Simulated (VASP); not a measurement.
Runs of VASP 6.6.1 on SrCl2. The structure is that of space group I4/mmm (No. 139), or close to it. The cells are those of the table. 

```csv
cell,gap on the mesh (eV),pressure (GPa)
"a = 5.130, b = 5.130, c = 5.324 Å, angles 58.7, 58.7, 62.5°, 3 atoms",(a),-3.8
"a = 4.933, b = 4.933, c = 4.732 Å, angles 61.3, 61.3, 57.3°, 3 atoms",5.57,2.3
"a = 4.840, b = 4.840, c = 5.126 Å, angles 58.0, 58.0, 64.0°, 3 atoms",5.01,0.8
"a = 5.037, b = 5.037, c = 5.324 Å, angles 58.1, 58.1, 63.8°, 3 atoms",(b),-2.9
"a = 5.226, b = 5.226, c = 5.324 Å, angles 59.4, 59.4, 61.2°, 3 atoms",5.13,-4.5
```

Alike in all rows: task single point; level r2SCAN; potentials or basis VASP PAW PBE potentials, release 64 (Sr_sv, Cl); no spin polarisation; k mesh 6 × 6 × 6; cutoff (eV) 520; smearing gaussian 0.05 eV.

Question: Fill in the values left out.

Answer: (a) 5.02; (b) 4.81.

Caveats: the PAW data sets were made with another functional, which shifts forces and pressure a little.

A k mesh can miss the band edges, and the runs leave out spin-orbit coupling on Sr.
